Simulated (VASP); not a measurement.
# CdCl (Pmma) in VASP: single point with PBE

Aim: the single point of CdCl with PBE.

All numbers are computed with VASP 6.6.1; they aren't measurements. Logs are shortened: lines on timing, memory, paths and dates and some standing lists are left out, and cuts for length are marked.

**1. The cell of the first run**

Symmetry: Pmma, No. 51, orthorhombic system. The conventional cell has a = 5.287 Å, b = 3.499 Å, c = 5.398 Å, α = 90.00°, β = 90.00°, γ = 90.00°. Cd (site symmetry mm2) has 8 Cl at 3.21 to 3.24 Å and 6 Cd at 3.33 to 4.29 Å within 4.3 Å. Cl (site symmetry mm2) has 8 Cd at 3.21 to 3.24 Å and 6 Cl at 3.33 to 4.28 Å within 4.3 Å.

**2. Single point, PBE**

File INCAR:

```
SYSTEM = CdCl
PREC = Accurate
ENCUT = 520
EDIFF = 1E-6
ISMEAR = 0
SIGMA = 0.1
LREAL = .FALSE.
LASPH = .TRUE.
NELM = 100
ALGO = Normal
ISIF = 2
LWAVE = .FALSE.
LCHARG = .FALSE.
GGA = PE
NBANDS = 27
```

File KPOINTS:

```
Automatic mesh
0
G
  4 6 4
  0 0 0
```

File POSCAR:

```
CdCl
1.0
    5.2870327442      0.0000000000      0.0000000000
    0.0000000000      3.4987716690      0.0000000000
    0.0000000000      0.0000000000      5.3981048607
Cd Cl
2 2
Direct
    0.7500000000      0.0000000000      0.6870000000
    0.2500000000      0.0000000000      0.3130000000
    0.7500000000      0.5000000000      0.1880000000
    0.2500000000      0.5000000000      0.8120000000
```

Potentials or basis: VASP PAW PBE potentials, release 64 (Cd, Cl).

Command:

```bash
> cat potpaw_PBE.64/Cd/POTCAR potpaw_PBE.64/Cl/POTCAR > POTCAR
> mpirun -np 1 vasp_std > vasp.out
```

OUTCAR:

```text
SYSTEM = CdCl
   PREC = Accurate
   ENCUT = 520
   EDIFF = 1E-6
   ISMEAR = 0
   LREAL = .FALSE.
   LASPH = .TRUE.
   NELM = 100
   ISIF = 2
   GGA = PE

 ion  position               nearest neighbor table
   1  0.750  0.000  0.687-   3 3.21   3 3.21   3 3.22   3 3.22   2 3.33   2 3.33
   2  0.250  0.000  0.313-   4 3.21   4 3.21   4 3.22   4 3.22   1 3.33   1 3.33
   3  0.750  0.500  0.188-   1 3.21   1 3.21   1 3.22   1 3.22
   4  0.250  0.500  0.812-   2 3.21   2 3.21   2 3.22   2 3.22

  LATTYP: Found a simple orthorhombic cell.
 ALAT       =     3.4987716690
 B/A-ratio  =     1.5111111111
 C/A-ratio  =     1.5428571428

  Lattice vectors:

 A1 = (   0.0000000000,  -3.4987716690,   0.0000000000)
 A2 = (   5.2870327442,   0.0000000000,   0.0000000000)
 A3 = (   0.0000000000,   0.0000000000,   5.3981048607)

Analysis of symmetry for initial positions (statically):
=====================================================================
 Subroutine PRICEL returns:
 Original cell was already a primitive cell.

 Routine SETGRP: Setting up the symmetry group for a
 simple orthorhombic supercell.

 Subroutine GETGRP returns: Found  8 space group operations
 (whereof  4 operations were pure point group operations)
 out of a pool of  8 trial point group operations.

The static configuration has the point symmetry C_2h.
 The point group associated with its full space group is D_2h.

Analysis of symmetry for dynamics (positions and initial velocities):
=====================================================================
 Subroutine PRICEL returns:
 Original cell was already a primitive cell.

 Routine SETGRP: Setting up the symmetry group for a
 simple orthorhombic supercell.

 Subroutine GETGRP returns: Found  8 space group operations
 (whereof  4 operations were pure point group operations)
 out of a pool of  8 trial point group operations.

The dynamic configuration has the point symmetry C_2h.
 The point group associated with its full space group is D_2h.

 Subroutine INISYM returns: Found  8 space group operations
 (whereof  4 operations are pure point group operations),
 and found     1 'primitive' translations

----------------------------------------------------------------------------------------

                                     Primitive cell

  volume of cell :      99.8548

  direct lattice vectors                    reciprocal lattice vectors
     5.287032744  0.000000000  0.000000000     0.189142010  0.000000000  0.000000000
     0.000000000  3.498771669  0.000000000     0.000000000  0.285814593  0.000000000
     0.000000000  0.000000000  5.398104861     0.000000000  0.000000000  0.185250199
[... 92 lines left out ...]
   IBRION =     -1    ionic relax: 0-MD 1-quasi-New 2-CG
   NFREE  =      0    steps in history (QN), initial steepest desc. (CG)
   ISIF   =      2    stress and relaxation
   ISYM   =      2    0-nonsym 1-usesym 2-fastsym
   POTIM  = 0.5000    time-step for ionic-motion
   TEBEG  =    0.0;   TEEND  =   0.0 temperature during run
   PSTRESS=    0.0 pullay stress
   NELECT =      38.0000    total number of electrons
   NUPDOWN=      -1.0000    fix difference up-down
   EMIN   =  10.00;   EMAX   =-10.00  energy-range for DOS
   EFERMI =   0.00;   METHOD = LEGACY
   ISMEAR =     0;   SIGMA  =   0.10  broadening in eV -4-tet -1-fermi 0-gaus
   EFERMI_NEDOS =   21; number of points for ismear=-14 and -15
   IALGO  =     38    algorithm
   IMIX   =      4    mixing-type and parameters
     AMIX     =   0.40;   BMIX     =  1.00
     AMIX_MAG =   1.60;   BMIX_MAG =  1.00
  volume/ion in A,a.u.               =      24.96       168.46
  Fermi-wavevector in a.u.,A,eV,Ry     =   1.186351  2.241878 19.149217  1.407428
  Thomas-Fermi vector in A             =   2.322525
   LORBIT       =      0    0 simple, 1 ext, 2 COOP (PROOUT), +10 PAW based schemes
   GGA     = PE    functional components
   LHFCALC =     F    Hartree Fock is set to
   AEXX    =    0.0000 exact exchange contribution
   IVDW    =     0    specifies the selected vdW correction
   LEPSILON=     F    determine dielectric tensor
   LRPA    =     F    only Hartree local field effects (RPA)
 non-spin polarized calculation
 Gauss-broadening in eV      SIGMA  =   0.10
  energy-cutoff  :      520.00
  volume of cell :       99.85
 maximum number of plane-waves:      2716
 NGX is ok and might be reduce to    40
   NGX = 19   NGY = 13   NGZ = 21

 number of electron      38.0000004 magnetization

 Free energy of the ion-electron system (eV)
  ---------------------------------------------------
  ext. energy  EPLUGINS =         0.00000000
  ---------------------------------------------------
  free energy    TOTEN  =        -6.25658201 eV

  energy without entropy =       -6.23713688  energy(sigma->0) =       -6.24685945

 E-fermi :   1.9401     XC(G=0):  -9.4581

 val. band max:        1.9374570339   @ k =   0.0000   0.0000   0.5000
 cond. band min:       1.9404774122   @ k =   0.0000   0.1667   0.2500
 fundamental gap:      0.0030203783
 Fermi energy:         1.9400941424

 k-point     1 :       0.0000    0.0000    0.0000
  band No.  band energies     occupation
      1     -13.3889      2.00000
      2     -12.8626      2.00000
      3      -6.5920      2.00000
      4      -6.5159      2.00000
      5      -6.4514      2.00000
      6      -6.2759      2.00000
[... 709 lines left out ...]
     26      10.5019      0.00000
     27      10.8504      0.00000

 [... further k-points ...]

------------------------ aborting loop because EDIFF is reached ----------------------------------------

  FORCE on cell =-STRESS in cart. coord.  units (eV):
  Direction    XX          YY          ZZ          XY          YZ          ZX
  --------------------------------------------------------------------------------------
  -------------------------------------------------------------------------------------
  Total       -0.7185910      0.6103477     -1.8810256      0.0000000      0.0000000     -0.0000000
  in kB      -11.5298440      9.7930725    -30.1811906      0.0000000      0.0000000     -0.0000000
  external PRESSURE =     -10.6393207 kB  Pullay stress =       0.0000000 kB

 VOLUME and BASIS-vectors are now :
 -----------------------------------------------------------------------------
  energy-cutoff  :      520.00
  volume of cell :       99.85
      direct lattice vectors                 reciprocal lattice vectors
     5.287032744  0.000000000  0.000000000     0.189142010  0.000000000  0.000000000
     0.000000000  3.498771669  0.000000000     0.000000000  0.285814593  0.000000000
     0.000000000  0.000000000  5.398104861     0.000000000  0.000000000  0.185250199

 POSITION                                       TOTAL-FORCE (eV/Angst)
 -----------------------------------------------------------------------------------
      3.96527      0.00000      3.70850        -0.000000     -0.000000      0.145876
      1.32176      0.00000      1.68961         0.000000     -0.000000     -0.145876
      3.96527      1.74939      1.01484         0.000000     -0.000000      0.113889
      1.32176      1.74939      4.38326        -0.000000      0.000000     -0.113889
 -----------------------------------------------------------------------------------
    total drift:                               -0.000000     -0.000000      0.000000

  FREE ENERGIE OF THE ION-ELECTRON SYSTEM (eV)
  ---------------------------------------------------
  free  energy   TOTEN  =        -6.2565820126 eV

  energy  without entropy=       -6.2371368777  energy(sigma->0) =       -6.24685945
```

OSZICAR:

```text
N       E                     dE             d eps       ncg     rms          rms(c)
DAV:   1     0.277608216920E+03    0.27761E+03   -0.18726E+04  1944   0.130E+03
DAV:   2     0.104659780382E+02   -0.26714E+03   -0.25709E+03  2167   0.324E+02
DAV:   3    -0.725770335629E+01   -0.17724E+02   -0.17565E+02  2218   0.814E+01
DAV:   4    -0.743203256177E+01   -0.17433E+00   -0.17408E+00  2201   0.800E+00
DAV:   5    -0.743416438639E+01   -0.21318E-02   -0.21317E-02  2243   0.907E-01    0.753E+00
DAV:   6    -0.632556054114E+01    0.11086E+01   -0.17812E+00  2340   0.105E+01    0.446E+00
DAV:   7    -0.627198943698E+01    0.53571E-01   -0.31109E-01  2101   0.300E+00    0.223E+00
DAV:   8    -0.625818484561E+01    0.13805E-01   -0.43768E-02  2165   0.161E+00    0.343E-01
DAV:   9    -0.625648345272E+01    0.17014E-02   -0.74738E-03  2309   0.603E-01    0.134E-01
DAV:  10    -0.625652556957E+01   -0.42117E-04   -0.72112E-04  2091   0.190E-01    0.813E-02
DAV:  11    -0.625658067822E+01   -0.55109E-04   -0.21329E-04  2063   0.911E-02    0.273E-02
DAV:  12    -0.625658240493E+01   -0.17267E-05   -0.14269E-05  2156   0.223E-02    0.699E-03
DAV:  13    -0.625658201262E+01    0.39230E-06   -0.44163E-07  1195   0.393E-03
   1 F= -.62565820E+01 E0= -.62468594E+01  d E =-.194451E-01
```

stdout:

```text
POSCAR found type information on POSCAR CdCl
 POSCAR found :  2 types and       4 ions
 scaLAPACK will be used
 LDA part: xc-table for (Slater+PW92), standard interpolation
 POSCAR, INCAR and KPOINTS ok, starting setup
 FFT: planning ... GRIDC
 FFT: planning ... GRID_SOFT
 FFT: planning ... GRID
 WAVECAR not read
 entering main loop
```

Wall time 1.7 min (1 thread of Intel Xeon 8259CL, shared host); peak memory 0.24 GiB.

Results:

* Free energy: -6.2566 eV
* Pressure: -1.1 GPa
* Largest force: 0.146 eV/Å
* Band gap on the k mesh: zero (bands 19 and 20 overlap by 1.31 eV)

Forces on the atoms (eV/Å):
```
Cd   0.000  0.000  0.146
Cd   0.000  0.000 -0.146
Cl   0.000  0.000  0.114
Cl   0.000  0.000 -0.114
```
